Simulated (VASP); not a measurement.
# PtSeS4 (P-3m1) in VASP: notebook

The runs below take PtSeS4 through relaxation of cell and atoms, single point, with PBE.

Everything below comes from runs of VASP 6.6.1. Logs are shortened: lines on timing, memory, paths and dates and some standing lists are left out, and cuts for length are marked.

**1. The cell of the first run**

Symmetry: P-3m1, No. 164, trigonal system. The conventional cell has a = 3.587 Å, b = 3.587 Å, c = 12.163 Å, α = 90.00°, β = 90.00°, γ = 120.00°. Within 3.2 Å of Pt (site symmetry -3m) lie 6 S at 2.40 Å. Within 3.3 Å of Se (site symmetry -3m) lie 6 S at 2.53 Å. Within 3.2 Å of S (site symmetry 3m) lie 3 Pt at 2.40 Å and 3 S at 3.20 Å. S (site symmetry 3m) has 3 Se at 2.53 Å within 3.3 Å.

The cell was generated, and may not be a known phase.

**2. Relaxation of cell and atoms, PBE**

The input, INCAR:

```
  PREC = Accurate
  ENCUT = 600
  EDIFF = 1E-7
  ISMEAR = 0
  SIGMA = 0.02
  LREAL = False
  LASPH = True
  NELM = 100
  ALGO = Normal
  ISIF = 3
  LWAVE = False
  LCHARG = False
  GGA = PE
  IBRION = 2
  NSW = 100
  EDIFFG = -0.01
```

The input, KPOINTS:

```
Automatic mesh
0
Gamma
  12 12 4
```

The input, POSCAR:

```
PtSeS4
1.0
    3.5866200741      0.0000000000      0.0000000000
   -1.7933100371      3.1061040979      0.0000000000
    0.0000000000      0.0000000000     12.1625550881
Pt Se S
1 1 4
Direct
    0.0000000000      0.0000000000      0.5000000000
    0.0000000000      0.0000000000      0.0000000000
    0.6666666667      0.3333333333      0.6002855204
    0.6666666667      0.3333333333      0.1201206773
    0.3333333333      0.6666666667      0.8798793227
    0.3333333333      0.6666666667      0.3997144796
```

Potentials or basis: VASP PAW PBE potentials, release 64 (Pt, Se, S).

Command:

```bash
$ cat potpaw_PBE.64/Pt/POTCAR potpaw_PBE.64/Se/POTCAR potpaw_PBE.64/S/POTCAR > POTCAR
$ mpirun -np 1 vasp_std > vasp.out
```

OUTCAR:

```text
PREC = Accurate
   ENCUT = 600
   EDIFF = 1E-7
   ISMEAR = 0
   LREAL = False
   LASPH = True
   NELM = 100
   ISIF = 3
   GGA = PE
   IBRION = 2
   NSW = 100
   EDIFFG = -0.01

 ion  position               nearest neighbor table
   1  0.000  0.000  0.500-   3 2.40   6 2.40   3 2.40   6 2.40   3 2.40   6 2.40
   2  0.000  0.000  0.000-   4 2.53   5 2.53   4 2.53   5 2.53   4 2.53   5 2.53
   3  0.667  0.333  0.600-   1 2.40   1 2.40   1 2.40
   4  0.667  0.333  0.120-   2 2.53   2 2.53   2 2.53
   5  0.333  0.667  0.880-   2 2.53   2 2.53   2 2.53
   6  0.333  0.667  0.400-   1 2.40   1 2.40   1 2.40

  LATTYP: Found a hexagonal cell.
 ALAT       =     3.5866200741
 C/A-ratio  =     3.3910910096

  Lattice vectors:

 A1 = (   3.5866200741,   0.0000000000,   0.0000000000)
 A2 = (  -1.7933100371,   3.1061040979,   0.0000000000)
 A3 = (   0.0000000000,   0.0000000000,  12.1625550881)

Analysis of symmetry for initial positions (statically):
=====================================================================
 Subroutine PRICEL returns:
 Original cell was already a primitive cell.

 Routine SETGRP: Setting up the symmetry group for a
 hexagonal supercell.

 Subroutine GETGRP returns: Found 12 space group operations
 (whereof 12 operations were pure point group operations)
 out of a pool of 24 trial point group operations.

The static configuration has the point symmetry D_3d.

Analysis of symmetry for dynamics (positions and initial velocities):
=====================================================================
 Subroutine PRICEL returns:
 Original cell was already a primitive cell.

 Routine SETGRP: Setting up the symmetry group for a
 hexagonal supercell.

 Subroutine GETGRP returns: Found 12 space group operations
 (whereof 12 operations were pure point group operations)
 out of a pool of 24 trial point group operations.

The dynamic configuration has the point symmetry D_3d.

 Subroutine INISYM returns: Found 12 space group operations
 (whereof 12 operations are pure point group operations),
 and found     1 'primitive' translations

----------------------------------------------------------------------------------------

                                     Primitive cell

  volume of cell :     135.4959

  direct lattice vectors                    reciprocal lattice vectors
     3.586620074  0.000000000  0.000000000     0.278814031  0.160973356  0.000000000
    -1.793310037  3.106104098  0.000000000     0.000000000  0.321946712  0.000000000
     0.000000000  0.000000000 12.162555088     0.000000000  0.000000000  0.082219566

  length of vectors
     3.586620074  3.586620074 12.162555088     0.321946712  0.321946712  0.082219566

  position of ions in fractional coordinates (direct lattice)
     0.000000000  0.000000000  0.500000000
     0.000000000  0.000000000  0.000000000
     0.666666667  0.333333333  0.600285520
     0.666666667  0.333333333  0.120120677
     0.333333333  0.666666667  0.879879323
     0.333333333  0.666666667  0.399714480

  ion indices of the primitive-cell ions
   primitive index   ion index
                 1           1
                 2           2
                 3           3
                 4           4
                 5           5
                 6           6

----------------------------------------------------------------------------------------

 KPOINTS: Automatic mesh

Automatic generation of k-mesh.
 Grid dimensions read from file:
 generate k-points for:   12   12    4

 Generating k-lattice:

  Cartesian coordinates                     Fractional coordinates (reciprocal lattice)
     0.023234503  0.013414446  0.000000000     0.083333333 -0.000000000  0.000000000
     0.000000000  0.026828893  0.000000000     0.000000000  0.083333333  0.000000000
     0.000000000  0.000000000  0.020554891     0.000000000  0.000000000  0.250000000

  Length of vectors
     0.026828893  0.026828893  0.020554891

  Shift w.r.t. Gamma in fractional coordinates (k-lattice)
     0.000000000  0.000000000  0.000000000

 Subroutine IBZKPT returns following result:
 ===========================================

 Found     69 irreducible k-points:

 Following reciprocal coordinates:
            Coordinates               Weight
  0.000000  0.000000  0.000000      1.000000
  0.083333  0.000000  0.000000      6.000000
  0.166667  0.000000  0.000000      6.000000
  0.250000  0.000000  0.000000      6.000000
  0.333333  0.000000  0.000000      6.000000
  0.416667  0.000000  0.000000      6.000000
[... 16 lines left out ...]
  0.166667  0.000000  0.250000      6.000000
  0.000000  0.166667  0.250000      6.000000
 [... further k-points ...]
   k-points           NKPTS =     69   k-points in BZ     NKDIM =     69   number of bands    NBANDS=     24
   number of dos      NEDOS =    301   number of ions     NIONS =      6
   total plane-waves  NPLWV =  88200
   dimension x,y,z NGX =    30 NGY =   30 NGZ =   98
   dimension x,y,z NGXF=    60 NGYF=   60 NGZF=  196
   ions per type =               1   1   4
   NGX,Y,Z   is equivalent  to a cutoff of  13.91, 13.91, 13.40 a.u.
   NGXF,Y,Z  is equivalent  to a cutoff of  27.81, 27.81, 26.79 a.u.
 SYSTEM =  unknown system
   PREC   = accura    normal or accurate (medium, high low for compatibility)
   ISTART =      0    job   : 0-new  1-cont  2-samecut
   ICHARG =      2    charge: 1-file 2-atom 10-const
   ISPIN  =      1    spin polarized calculation?
   LNONCOLLINEAR =      F non collinear calculations
   LSORBIT =      F    spin-orbit coupling
   LASPH  =      T    aspherical Exc in radial PAW
   ENCUT  =  600.0 eV  44.10 Ry    6.64 a.u.   7.16  7.16 24.29*2*pi/ulx,y,z
   NELM   =    100;   NELMIN=  2; NELMDL= -5     # of ELM steps
   EDIFF  = 0.1E-06   stopping-criterion for ELM
   LREAL  =      F    real-space projection
   EDIFFG = -.1E-01   stopping-criterion for IOM
   NSW    =    100    number of steps for IOM
   IBRION =      2    ionic relax: 0-MD 1-quasi-New 2-CG
   NFREE  =      1    steps in history (QN), initial steepest desc. (CG)
   ISIF   =      3    stress and relaxation
   ISYM   =      2    0-nonsym 1-usesym 2-fastsym
   POTIM  = 0.5000    time-step for ionic-motion
   TEBEG  =    0.0;   TEEND  =   0.0 temperature during run
   PSTRESS=    0.0 pullay stress
   NELECT =      40.0000    total number of electrons
   NUPDOWN=      -1.0000    fix difference up-down
   EMIN   =  10.00;   EMAX   =-10.00  energy-range for DOS
   EFERMI =   0.00;   METHOD = LEGACY
   ISMEAR =     0;   SIGMA  =   0.02  broadening in eV -4-tet -1-fermi 0-gaus
   EFERMI_NEDOS =   21; number of points for ismear=-14 and -15
   IALGO  =     38    algorithm
   IMIX   =      4    mixing-type and parameters
     AMIX     =   0.40;   BMIX     =  1.00
     AMIX_MAG =   1.60;   BMIX_MAG =  1.00
  volume/ion in A,a.u.               =      22.58       152.40
  Fermi-wavevector in a.u.,A,eV,Ry     =   1.090066  2.059926 16.167037  1.188244
  Thomas-Fermi vector in A             =   2.226283
   LORBIT       =      0    0 simple, 1 ext, 2 COOP (PROOUT), +10 PAW based schemes
   GGA     = PE    functional components
   LHFCALC =     F    Hartree Fock is set to
   AEXX    =    0.0000 exact exchange contribution
   IVDW    =     0    specifies the selected vdW correction
   LEPSILON=     F    determine dielectric tensor
   LRPA    =     F    only Hartree local field effects (RPA)
 conjugate gradient relaxation of ions
 non-spin polarized calculation
 Gauss-broadening in eV      SIGMA  =   0.02
  energy-cutoff  :      600.00
  volume of cell :      135.50
 maximum number of plane-waves:      4560
 NGX is ok and might be reduce to    30
   NGX = 15   NGY = 15   NGZ = 49

--------------------------------------- Ionic step        1  -------------------------------------------

 number of electron      40.0000004 magnetization

 Free energy of the ion-electron system (eV)
  ---------------------------------------------------
  ext. energy  EPLUGINS =         0.00000000
  ---------------------------------------------------
  free energy    TOTEN  =       -26.32561830 eV

  energy without entropy =      -26.32561830  energy(sigma->0) =      -26.32561830

------------------------ aborting loop because EDIFF is reached ----------------------------------------

  FORCE on cell =-STRESS in cart. coord.  units (eV):
  Direction    XX          YY          ZZ          XY          YZ          ZX
  --------------------------------------------------------------------------------------
  -------------------------------------------------------------------------------------
  Total       -0.2902487     -0.2902487      0.0894509      0.0000000      0.0000000      0.0000000
  in kB       -3.4320587     -3.4320587      1.0577157      0.0000000      0.0000000      0.0000000
  external PRESSURE =      -1.9354673 kB  Pullay stress =       0.0000000 kB
[... 101 lines left out ...]
  FREE ENERGIE OF THE ION-ELECTRON SYSTEM (eV)
  ---------------------------------------------------
  free  energy   TOTEN  =       -26.3261752334 eV

  energy  without entropy=      -26.3261752334  energy(sigma->0) =      -26.32617523

[... ionic steps 4 to 12 ...]

--------------------------------------- Ionic step       13  -------------------------------------------

 number of electron      40.0000005 magnetization

------------------------ aborting loop because EDIFF is reached ----------------------------------------

  FORCE on cell =-STRESS in cart. coord.  units (eV):
  Direction    XX          YY          ZZ          XY          YZ          ZX
  --------------------------------------------------------------------------------------
  -------------------------------------------------------------------------------------
  Total       -0.3053890     -0.3053890     -0.2812345      0.0000000     -0.0000000     -0.0000000
  in kB       -3.3647617     -3.3647617     -3.0986288      0.0000000     -0.0000000     -0.0000000
  external PRESSURE =      -3.2760507 kB  Pullay stress =       0.0000000 kB
[... 65 lines left out ...]
  energy  without entropy=      -26.3328658447  energy(sigma->0) =      -26.33286584

--------------------------------------- Ionic step       15  -------------------------------------------

 number of electron      40.0000006 magnetization

 Free energy of the ion-electron system (eV)
  ---------------------------------------------------
  ext. energy  EPLUGINS =         0.00000000
  ---------------------------------------------------
  free energy    TOTEN  =       -26.33312782 eV

  energy without entropy =      -26.33312782  energy(sigma->0) =      -26.33312782

 E-fermi :   3.1783     XC(G=0):  -8.8734

 val. band max:        3.0382810392   @ k =   0.0833   0.0833   0.0000
 cond. band min:       3.9210647480   @ k =   0.0000   0.0000   0.5000
 fundamental gap:      0.8827837087
 Fermi energy:         3.1782548977

 k-point     1 :       0.0000    0.0000    0.0000
  band No.  band energies     occupation
      1     -13.3607      2.00000
      2     -11.1970      2.00000
      3      -9.5448      2.00000
      4      -8.9747      2.00000
      5      -6.0250      2.00000
      6      -2.7506      2.00000
[... 637 lines left out ...]
     23       5.0855      0.00000
     24       5.5114      0.00000

 [... further k-points ...]

------------------------ aborting loop because EDIFF is reached ----------------------------------------

  FORCE on cell =-STRESS in cart. coord.  units (eV):
  Direction    XX          YY          ZZ          XY          YZ          ZX
  --------------------------------------------------------------------------------------
  -------------------------------------------------------------------------------------
  Total        0.0421653      0.0421653      0.0318973     -0.0000000      0.0000000     -0.0000000
  in kB        0.4693190      0.4693190      0.3550316     -0.0000000      0.0000000     -0.0000000
  external PRESSURE =       0.4312232 kB  Pullay stress =       0.0000000 kB
[... 21 lines left out ...]
  FREE ENERGIE OF THE ION-ELECTRON SYSTEM (eV)
  ---------------------------------------------------
  free  energy   TOTEN  =       -26.3331278201 eV

  energy  without entropy=      -26.3331278201  energy(sigma->0) =      -26.33312782

 reached required accuracy - stopping structural energy minimisation
```

Wall time 31 min (1 thread of Intel Xeon 6975P-C (Granite Rapids), shared host); peak memory 0.51 GiB.

What came out:

- Free energy: -26.3331 eV
- Relaxed volume: 23.99 Å³/atom
- Relaxed cell: a = 3.575 Å, b = 3.575 Å, c = 13.005 Å, α = 90.00°, β = 90.00°, γ = 120.00°
- Space group after relaxing (to 0.1 Å): P-3m1 (No. 164)
- Energy gained by relaxing: 1.3 meV/atom
- Ionic steps: 15
- Pressure after relaxing: 0.0 GPa
- Largest force after relaxing: 0.008 eV/Å
- Band gap on the k mesh: 0.88 eV (least direct gap 1.35 eV)

Forces in eV/Å, atoms in the order of the input:
```
Pt   0.000  0.000  0.000
Se   0.000  0.000  0.000
S    0.000  0.000  0.004
S    0.000  0.000  0.008
S    0.000  0.000 -0.008
S    0.000  0.000 -0.004
```

The path:
| step | energy change (eV) | largest force (eV/Å) | pressure (GPa) | volume (Å³) |
| --- | --- | --- | --- | --- |
| 1 | 0.0000 | 0.0299 | -0.19 | 135.50 |
| 2 | -0.0005 | 0.0348 | 0.27 | 134.96 |
| 3 | -0.0006 | 0.0170 | 0.13 | 135.12 |
| 4 | -0.0010 | 0.0224 | 0.10 | 135.26 |
| 5 | -0.0012 | 0.0644 | 0.01 | 135.64 |
| 6 | -0.0013 | 0.0446 | 0.04 | 135.49 |
| 7 | -0.0018 | 0.0432 | 0.04 | 135.76 |
| 8 | -0.0031 | 0.0467 | 0.04 | 136.56 |
| 9 | -0.0049 | 0.0524 | 0.03 | 138.16 |
| 10 | -0.0058 | 0.0976 | 0.09 | 141.37 |
| 11 | -0.0062 | 0.0824 | 0.04 | 141.77 |
| 12 | -0.0070 | 0.0547 | -0.09 | 142.99 |
| 13 | -0.0068 | 0.0486 | -0.33 | 145.42 |
| 14 | -0.0072 | 0.0500 | -0.18 | 143.90 |
| 15 | -0.0075 | 0.0083 | 0.04 | 143.95 |

Final structure:
```
Pt Se S
1.0
     3.57502    0.00000    0.00000
    -1.78751    3.09606    0.00000
     0.00000    0.00000   13.00497
Pt Se S
1 1 4
Direct
  0.00000 0.00000 0.50000
  0.00000 0.00000 0.00000
  0.66667 0.33333 0.59419
  0.66667 0.33333 0.11245
  0.33333 0.66667 0.88755
  0.33333 0.66667 0.40581
```

Levels at points of the mesh, in eV from the valence-band top:
```csv
k point,band 18,band 19,band 20,band 21,band 22,band 23
"(0.00, 0.00, 0.00)",-0.82,-0.54,-0.54,0.91,1.69,1.69
"(0.50, 0.00, 0.00)",-1.63,-1.29,-1.05,1.98,2.53,2.72
"(0.00, 0.00, 0.50)",-0.60,-0.54,-0.54,0.88,1.69,1.69
"(0.50, 0.00, 0.50)",-1.65,-1.23,-1.05,1.94,2.54,2.70
```

Caveat: spin-orbit coupling is left out, which moves the levels of the heavy elements; this functional lacks dispersion, which binds layers or chains, so the pressure and a relaxed spacing across them are unreliable. A k mesh can miss the band edges.

**3. Single point, PBE**

This run uses another cell than the first one, of 24.03 Å³/atom.

The input, INCAR:

```
PREC     = Accurate       # precision mode
ENCUT    = 520            # plane-wave cutoff, eV
EDIFF    = 1E-6           # SCF threshold, eV
ISMEAR   = 0              # smearing method
SIGMA    = 0.02           # smearing width, eV
LREAL    = False          # projectors in reciprocal space
LASPH    = True           # aspherical terms in the spheres
NELM     = 80             # most SCF steps
ALGO     = Normal         # electronic algorithm
ISIF     = 2              # what is computed and relaxed
LWAVE    = False          # write WAVECAR
LCHARG   = False          # write CHGCAR
GGA      = PE             # functional
NBANDS   = 29             # bands
```

KPOINTS is that of step 2.

The input, POSCAR:

```
PtSeS4
1.0
    3.5789387583      0.0000000000      0.0000000000
   -1.7894693792      3.0994518833      0.0000000000
    0.0000000000      0.0000000000     12.9969580760
Pt Se S
1 1 4
Direct
    0.0000000000      0.0000000000      0.5000000000
    0.0000000000      0.0000000000      0.0000000000
    0.6666666667      0.3333333333      0.5943330252
    0.6666666667      0.3333333333      0.1125960051
    0.3333333333      0.6666666667      0.8874039949
    0.3333333333      0.6666666667      0.4056669748
```

Potentials or basis: VASP PAW PBE potentials, release 64 (Pt, Se, S).

Command:

```bash
$ cat potpaw_PBE.64/Pt/POTCAR potpaw_PBE.64/Se/POTCAR potpaw_PBE.64/S/POTCAR > POTCAR
$ mpirun -np 1 vasp_std > vasp.out
```

Wall time 4.5 min (1 thread of Oxide Virtual Turin-like, shared host); peak memory 0.4 GiB.

It converged, with:

- Free energy: -26.3334 eV
- Pressure: -0.2 GPa
- Largest force: 0.036 eV/Å
- Band gap on the k mesh: 0.88 eV (least direct gap 1.35 eV)

Forces on the atoms (eV/Å):
```
Pt   0.000  0.000  0.000
Se   0.000  0.000  0.000
S    0.000  0.000 -0.036
S    0.000  0.000 -0.014
S    0.000  0.000  0.014
S    0.000  0.000  0.036
```

Stress tensor (GPa, compression positive):
```
-0.25  0.00  0.00
 0.00 -0.25  0.00
 0.00  0.00 -0.16
```

Levels at points of the mesh, in eV from the valence-band top:
| k point | band 16 | band 17 | band 18 | band 19 | band 20 | band 21 | band 22 | band 23 | band 24 | band 25 |
| --- | --- | --- | --- | --- | --- | --- | --- | --- | --- | --- |
| (0.00, 0.00, 0.00) | -0.86 | -0.83 | -0.82 | -0.54 | -0.54 | 0.91 | 1.69 | 1.69 | 2.93 | 2.93 |
| (0.50, 0.00, 0.00) | -1.95 | -1.69 | -1.62 | -1.28 | -1.04 | 1.98 | 2.52 | 2.71 | 2.89 | 3.42 |
| (0.00, 0.00, 0.50) | -0.86 | -0.86 | -0.59 | -0.54 | -0.54 | 0.88 | 1.69 | 1.69 | 2.93 | 2.93 |
| (0.50, 0.00, 0.50) | -1.94 | -1.75 | -1.64 | -1.22 | -1.04 | 1.94 | 2.53 | 2.69 | 2.90 | 3.43 |

Caveat: spin-orbit coupling is left out, which moves the levels of the heavy elements; this functional lacks dispersion, which binds layers or chains, so the pressure and a relaxed spacing across them are unreliable. A k mesh can miss the band edges.

(Part 1 of 2 ends here.)
